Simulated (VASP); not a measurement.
# Ti3Si4Ni (Pmm2) in VASP: single point with PBE

Aim: the single point of Ti3Si4Ni with PBE.

Program: VASP 6.6.1. These are calculated values, not measurements. Logs are shortened: lines on timing, memory, paths and dates and some standing lists are left out, and cuts for length are marked.

### 1 The cell of the first run

Symmetry: Pmm2, No. 25, orthorhombic system. The conventional cell has a = 3.643 Å, b = 6.834 Å, c = 4.597 Å, α = 90.00°, β = 90.00°, γ = 90.00°. Ti (site symmetry mm2) has 8 Si at 2.57 to 2.88 Å and 4 Ni at 2.86 to 3.01 Å and 2 Ti at 3.47 Å within 3.5 Å. Within 3.5 Å of Ti (site symmetry mm2) lie 8 Si at 2.67 to 2.90 Å and 4 Ti at 2.90 to 2.97 Å and 2 Ni at 3.46 Å. Ti (site symmetry mm2) has 8 Si at 2.52 to 3.35 Å and 6 Ti at 2.90 to 3.47 Å within 3.5 Å. Si (site symmetry m) has 2 Ni at 2.38 Å and 3 Si at 2.54 to 3.07 Å and 5 Ti at 2.62 to 2.88 Å within 3.1 Å. Within 3.2 Å of Si (site symmetry m) lie 1 Ni at 2.41 Å and 6 Ti at 2.52 to 2.90 Å and 2 Si at 2.54 Å. Within 3.1 Å of Ni (site symmetry mm2) lie 6 Si at 2.38 to 2.41 Å and 4 Ti at 2.86 to 3.01 Å.

### 2 Single point, PBE

INCAR

```
PREC = Accurate
ENCUT = 520
EDIFF = 1E-6
ISMEAR = 0
SIGMA = 0.1
LREAL = F
LASPH = T
NELM = 80
ALGO = Normal
ISIF = 2
LWAVE = F
LCHARG = T
GGA = PE
LELF = T
LVHAR = T
NBANDS = 41
```

KPOINTS

```
Automatic mesh
0
Gamma
  10 6 8
```

POSCAR

```
Ti3Si4Ni
1.0
    3.6432843008      0.0000000000      0.0000000000
    0.0000000000      6.8340670254      0.0000000000
    0.0000000000      0.0000000000      4.5971638533
Ti Si Ni
3 4 1
Direct
    0.0000000000      0.5000000000      0.1312682642
    0.5000000000      0.0000000000      0.4899203076
    0.0000000000      0.0000000000      0.9999967368
    0.0000000000      0.7245907101      0.6020976660
    0.0000000000      0.2754092899      0.6020976660
    0.5000000000      0.2539134376      0.9848925303
    0.5000000000      0.7460865624      0.9848925303
    0.5000000000      0.5000000000      0.6108342990
```

Potentials or basis: VASP PAW PBE potentials, release 64 (Ti_sv, Si, Ni).

Run with:

```console
> cat potpaw_PBE.64/Ti_sv/POTCAR potpaw_PBE.64/Si/POTCAR potpaw_PBE.64/Ni/POTCAR > POTCAR
> mpirun -np 1 vasp_std > vasp.out
```

OUTCAR:

```text
PREC = Accurate
   ENCUT = 520
   EDIFF = 1E-6
   ISMEAR = 0
   LREAL = F
   LASPH = T
   NELM = 80
   ISIF = 2
   GGA = PE

 ion  position               nearest neighbor table
   1  0.000  0.500  0.131-   6 2.57   7 2.57   6 2.57   7 2.57   4 2.65   5 2.65   8 2.86   8 2.86
                             5 2.88   4 2.88
   2  0.500  0.000  0.490-   4 2.67   5 2.67   4 2.67   5 2.67   6 2.86   7 2.86   3 2.90   3 2.90
                             7 2.90   6 2.90
   3  0.000  0.000  1.000-   6 2.52   7 2.52   6 2.52   7 2.52   4 2.62   5 2.62   2 2.90   2 2.90

   4  0.000  0.725  0.602-   8 2.38   8 2.38   7 2.54   7 2.54   3 2.62   1 2.65   2 2.67   2 2.67
                             1 2.88   5 3.07
   5  0.000  0.275  0.602-   8 2.38   8 2.38   6 2.54   6 2.54   3 2.62   1 2.65   2 2.67   2 2.67
                             1 2.88   4 3.07
   6  0.500  0.254  0.985-   8 2.41   3 2.52   3 2.52   5 2.54   5 2.54   1 2.57   1 2.57   2 2.86
                             2 2.90
   7  0.500  0.746  0.985-   8 2.41   3 2.52   3 2.52   4 2.54   4 2.54   1 2.57   1 2.57   2 2.86
                             2 2.90
   8  0.500  0.500  0.611-   4 2.38   5 2.38   4 2.38   5 2.38   6 2.41   7 2.41   1 2.86   1 2.86

  LATTYP: Found a simple orthorhombic cell.
 ALAT       =     3.6432843008
 B/A-ratio  =     1.2618185883
 C/A-ratio  =     1.8757984448

  Lattice vectors:

 A1 = (  -3.6432843008,   0.0000000000,   0.0000000000)
 A2 = (   0.0000000000,   0.0000000000,   4.5971638533)
 A3 = (   0.0000000000,   6.8340670254,   0.0000000000)

Analysis of symmetry for initial positions (statically):
=====================================================================
 Subroutine PRICEL returns:
 Original cell was already a primitive cell.

 Routine SETGRP: Setting up the symmetry group for a
 simple orthorhombic supercell.

 Subroutine GETGRP returns: Found  4 space group operations
 (whereof  4 operations were pure point group operations)
 out of a pool of  8 trial point group operations.

The static configuration has the point symmetry C_2v.

Analysis of symmetry for dynamics (positions and initial velocities):
=====================================================================
 Subroutine PRICEL returns:
 Original cell was already a primitive cell.

 Routine SETGRP: Setting up the symmetry group for a
 simple orthorhombic supercell.

 Subroutine GETGRP returns: Found  4 space group operations
 (whereof  4 operations were pure point group operations)
 out of a pool of  8 trial point group operations.

The dynamic configuration has the point symmetry C_2v.

 Subroutine INISYM returns: Found  4 space group operations
 (whereof  4 operations are pure point group operations),
 and found     1 'primitive' translations

----------------------------------------------------------------------------------------

                                     Primitive cell

  volume of cell :     114.4623

  direct lattice vectors                    reciprocal lattice vectors
     3.643284301  0.000000000  0.000000000     0.274477619  0.000000000  0.000000000
     0.000000000  6.834067025  0.000000000     0.000000000  0.146325752  0.000000000
     0.000000000  0.000000000  4.597163853     0.000000000  0.000000000  0.217525420

  length of vectors
     3.643284301  6.834067025  4.597163853     0.274477619  0.146325752  0.217525420

  position of ions in fractional coordinates (direct lattice)
     0.000000000  0.500000000  0.131268264
     0.500000000  0.000000000  0.489920308
     0.000000000  0.000000000  0.999996737
     0.000000000  0.724590710  0.602097666
     0.000000000  0.275409290  0.602097666
     0.500000000  0.253913438  0.984892530
     0.500000000  0.746086562  0.984892530
     0.500000000  0.500000000  0.610834299

  ion indices of the primitive-cell ions
   primitive index   ion index
                 1           1
                 2           2
                 3           3
                 4           4
                 5           5
                 6           6
                 7           7
                 8           8

----------------------------------------------------------------------------------------

 KPOINTS: Automatic mesh

Automatic generation of k-mesh.
 Grid dimensions read from file:
 generate k-points for:   10    6    8

 Generating k-lattice:

  Cartesian coordinates                     Fractional coordinates (reciprocal lattice)
     0.027447762  0.000000000  0.000000000     0.100000000  0.000000000  0.000000000
     0.000000000  0.024387625  0.000000000     0.000000000  0.166666667  0.000000000
     0.000000000  0.000000000  0.027190678     0.000000000  0.000000000  0.125000000

  Length of vectors
     0.027447762  0.024387625  0.027190678

  Shift w.r.t. Gamma in fractional coordinates (k-lattice)
     0.000000000  0.000000000  0.000000000

 Subroutine IBZKPT returns following result:
 ===========================================

 Found    120 irreducible k-points:

 Following reciprocal coordinates:
            Coordinates               Weight
  0.000000  0.000000  0.000000      1.000000
  0.100000  0.000000  0.000000      2.000000
  0.200000  0.000000  0.000000      2.000000
  0.300000  0.000000  0.000000      2.000000
  0.400000  0.000000  0.000000      2.000000
  0.500000  0.000000  0.000000      1.000000
[... 16 lines left out ...]
  0.400000  0.500000  0.000000      2.000000
  0.500000  0.500000  0.000000      1.000000
 [... further k-points ...]
   k-points           NKPTS =    120   k-points in BZ     NKDIM =    120   number of bands    NBANDS=     41
   number of dos      NEDOS =    301   number of ions     NIONS =      8
   total plane-waves  NPLWV =  54432
   dimension x,y,z NGX =    28 NGY =   54 NGZ =   36
   dimension x,y,z NGXF=    56 NGYF=  108 NGZF=   72
   ions per type =               3   4   1
   NGX,Y,Z   is equivalent  to a cutoff of  12.78, 13.14, 13.02 a.u.
   NGXF,Y,Z  is equivalent  to a cutoff of  25.55, 26.27, 26.04 a.u.
 SYSTEM =  unknown system
   PREC   = accura    normal or accurate (medium, high low for compatibility)
   ISTART =      0    job   : 0-new  1-cont  2-samecut
   ICHARG =      2    charge: 1-file 2-atom 10-const
   ISPIN  =      1    spin polarized calculation?
   LNONCOLLINEAR =      F non collinear calculations
   LSORBIT =      F    spin-orbit coupling
   LASPH  =      T    aspherical Exc in radial PAW
   ENCUT  =  520.0 eV  38.22 Ry    6.18 a.u.   6.77 12.71  8.55*2*pi/ulx,y,z
   NELM   =     80;   NELMIN=  2; NELMDL= -5     # of ELM steps
   EDIFF  = 0.1E-05   stopping-criterion for ELM
   LREAL  =      F    real-space projection
   EDIFFG = 0.1E-04   stopping-criterion for IOM
   NSW    =      0    number of steps for IOM
   IBRION =     -1    ionic relax: 0-MD 1-quasi-New 2-CG
   NFREE  =      0    steps in history (QN), initial steepest desc. (CG)
   ISIF   =      2    stress and relaxation
   ISYM   =      2    0-nonsym 1-usesym 2-fastsym
   POTIM  = 0.5000    time-step for ionic-motion
   TEBEG  =    0.0;   TEEND  =   0.0 temperature during run
   PSTRESS=    0.0 pullay stress
   NELECT =      62.0000    total number of electrons
   NUPDOWN=      -1.0000    fix difference up-down
   EMIN   =  10.00;   EMAX   =-10.00  energy-range for DOS
   EFERMI =   0.00;   METHOD = LEGACY
   ISMEAR =     0;   SIGMA  =   0.10  broadening in eV -4-tet -1-fermi 0-gaus
   EFERMI_NEDOS =   21; number of points for ismear=-14 and -15
   IALGO  =     38    algorithm
   IMIX   =      4    mixing-type and parameters
     AMIX     =   0.40;   BMIX     =  1.00
     AMIX_MAG =   1.60;   BMIX_MAG =  1.00
  volume/ion in A,a.u.               =      14.31        96.55
  Fermi-wavevector in a.u.,A,eV,Ry     =   1.334498  2.521836 24.230415  1.780885
  Thomas-Fermi vector in A             =   2.463275
   LORBIT       =      0    0 simple, 1 ext, 2 COOP (PROOUT), +10 PAW based schemes
   GGA     = PE    functional components
   LHFCALC =     F    Hartree Fock is set to
   AEXX    =    0.0000 exact exchange contribution
   IVDW    =     0    specifies the selected vdW correction
   LEPSILON=     F    determine dielectric tensor
   LRPA    =     F    only Hartree local field effects (RPA)
 non-spin polarized calculation
 Gauss-broadening in eV      SIGMA  =   0.10
  energy-cutoff  :      520.00
  volume of cell :      114.46
 maximum number of plane-waves:      3113
 NGX is ok and might be reduce to    28
   NGX = 13   NGY = 25   NGZ = 17

 number of electron      62.0000004 magnetization

 Free energy of the ion-electron system (eV)
  ---------------------------------------------------
  ext. energy  EPLUGINS =         0.00000000
  ---------------------------------------------------
  free energy    TOTEN  =       -54.46185869 eV

  energy without entropy =      -54.44167803  energy(sigma->0) =      -54.45176836

 E-fermi :   9.9300     XC(G=0): -11.7047

 val. band max:        9.9288636253   @ k =   0.1000   0.3333   0.5000
 cond. band min:       9.9342751644   @ k =   0.0000   0.1667   0.3750
 fundamental gap:      0.0054115391
 Fermi energy:         9.9299575863

 k-point     1 :       0.0000    0.0000    0.0000
  band No.  band energies     occupation
      1     -47.1245      2.00000
      2     -46.8783      2.00000
      3     -46.6454      2.00000
      4     -23.5955      2.00000
      5     -23.4163      2.00000
      6     -23.2973      2.00000
[... 33 lines left out ...]
     40      12.5219      0.00000
     41      13.2972      0.00000

 k-point     2 :       0.1000    0.0000    0.0000
  band No.  band energies     occupation
      1     -47.1240      2.00000
      2     -46.8780      2.00000
      3     -46.6454      2.00000
      4     -23.5947      2.00000
      5     -23.4100      2.00000
      6     -23.2986      2.00000
[... 33 lines left out ...]
     40      12.5419      0.00000
     41      12.9249      0.00000

 k-point     3 :       0.2000    0.0000    0.0000
  band No.  band energies     occupation
      1     -47.1227      2.00000
      2     -46.8774      2.00000
      3     -46.6455      2.00000
      4     -23.5925      2.00000
      5     -23.3929      2.00000
      6     -23.3018      2.00000
[... 33 lines left out ...]
     40      12.3721      0.00000
     41      12.3946      0.00000

 k-point     4 :       0.3000    0.0000    0.0000
  band No.  band energies     occupation
      1     -47.1211      2.00000
      2     -46.8766      2.00000
      3     -46.6456      2.00000
      4     -23.5898      2.00000
      5     -23.3702      2.00000
      6     -23.3052      2.00000
[... 825 lines left out ...]
     40      12.6157      0.00000
     41      12.7785      0.00000

 k-point    23 :       0.4000    0.5000    0.0000
  band No.  band energies     occupation
      1     -47.1198      2.00000
      2     -46.8759      2.00000
      3     -46.6458      2.00000
      4     -23.5876      2.00000
      5     -23.3501      2.00000
      6     -23.3075      2.00000
[... 33 lines left out ...]
     40      12.2247      0.00000
     41      12.8509      0.00000

 k-point    24 :       0.5000    0.5000    0.0000
  band No.  band energies     occupation
      1     -47.1193      2.00000
      2     -46.8757      2.00000
      3     -46.6458      2.00000
      4     -23.5868      2.00000
      5     -23.3420      2.00000
      6     -23.3081      2.00000
[... 33 lines left out ...]
     40      12.0621      0.00000
     41      13.0000      0.00000

 [... further k-points ...]

------------------------ aborting loop because EDIFF is reached ----------------------------------------

  FORCE on cell =-STRESS in cart. coord.  units (eV):
  Direction    XX          YY          ZZ          XY          YZ          ZX
  --------------------------------------------------------------------------------------
  -------------------------------------------------------------------------------------
  Total        0.0157142      0.0503342     -0.0237588      0.0000000      0.0000000      0.0000000
  in kB        0.2199587      0.7045497     -0.3325618      0.0000000      0.0000000      0.0000000
  external PRESSURE =       0.1973155 kB  Pullay stress =       0.0000000 kB

 VOLUME and BASIS-vectors are now :
 -----------------------------------------------------------------------------
  energy-cutoff  :      520.00
  volume of cell :      114.46
      direct lattice vectors                 reciprocal lattice vectors
     3.643284301  0.000000000  0.000000000     0.274477619  0.000000000  0.000000000
     0.000000000  6.834067025  0.000000000     0.000000000  0.146325752  0.000000000
     0.000000000  0.000000000  4.597163853     0.000000000  0.000000000  0.217525420

 POSITION                                       TOTAL-FORCE (eV/Angst)
 -----------------------------------------------------------------------------------
      0.00000      3.41703      0.60346         0.000000      0.000000     -0.000206
      1.82164      0.00000      2.25224         0.000000      0.000000      0.001060
      0.00000      0.00000      4.59715         0.000000      0.000000     -0.002614
      0.00000      4.95190      2.76794         0.000000      0.010142      0.000954
      0.00000      1.88217      2.76794         0.000000     -0.010142      0.000954
      1.82164      1.73526      4.52771         0.000000     -0.004119      0.001479
      1.82164      5.09881      4.52771         0.000000      0.004119      0.001479
      1.82164      3.41703      2.80811         0.000000      0.000000     -0.003107
 -----------------------------------------------------------------------------------
    total drift:                                0.000000      0.000000     -0.000131

  FREE ENERGIE OF THE ION-ELECTRON SYSTEM (eV)
  ---------------------------------------------------
  free  energy   TOTEN  =       -54.4618586915 eV

  energy  without entropy=      -54.4416780302  energy(sigma->0) =      -54.45176836
```

It took 5 min on 1 thread of Intel Xeon 6975P-C (Granite Rapids), shared host; peak memory 0.56 GiB.

Results:

```
Free energy            : -54.4619 eV
Pressure               : 0.0 GPa
Largest force          : 0.010 eV/Å
Band gap on the k mesh : zero (bands 31 and 32 overlap by 0.94 eV)
```

Forces in eV/Å, atoms in the order of the input:
```
Ti   0.000  0.000  0.000
Ti   0.000  0.000  0.001
Ti   0.000  0.000 -0.003
Si   0.000  0.010  0.001
Si   0.000 -0.010  0.001
Si   0.000 -0.004  0.001
Si   0.000  0.004  0.001
Ni   0.000  0.000 -0.003
```

Stress tensor (GPa, compression positive):
```
 0.02  0.00  0.00
 0.00  0.07  0.00
 0.00  0.00 -0.03
```

Levels at points of the mesh, in eV from the Fermi level:
```csv
k point,band 28,band 29,band 30,band 31,band 32,band 33,band 34,band 35
"(0.00, 0.00, 0.00)",-0.90,-0.63,-0.38,-0.14,0.19,0.80,0.90,1.22
"(0.50, 0.00, 0.00)",-1.59,-1.42,-1.30,-0.65,0.53,0.56,0.73,0.99
"(0.00, 0.50, 0.00)",-1.21,-0.81,-0.54,0.35,0.71,0.81,0.94,1.10
"(0.50, 0.50, 0.00)",-1.62,-1.58,-1.40,-1.04,-0.52,0.18,1.37,1.52
"(0.00, 0.00, 0.50)",-0.90,-0.51,-0.16,0.20,0.23,0.40,0.45,0.59
"(0.50, 0.00, 0.50)",-1.77,-0.91,-0.87,-0.16,0.51,0.62,1.33,1.51
"(0.00, 0.50, 0.50)",-1.34,-0.87,-0.79,0.01,0.18,0.37,0.38,0.63
"(0.50, 0.50, 0.50)",-1.37,-1.28,-1.01,0.26,0.61,0.85,1.46,1.52
```

Spin polarisation is off, so any magnetic state and its effect on volume and gap are missing.
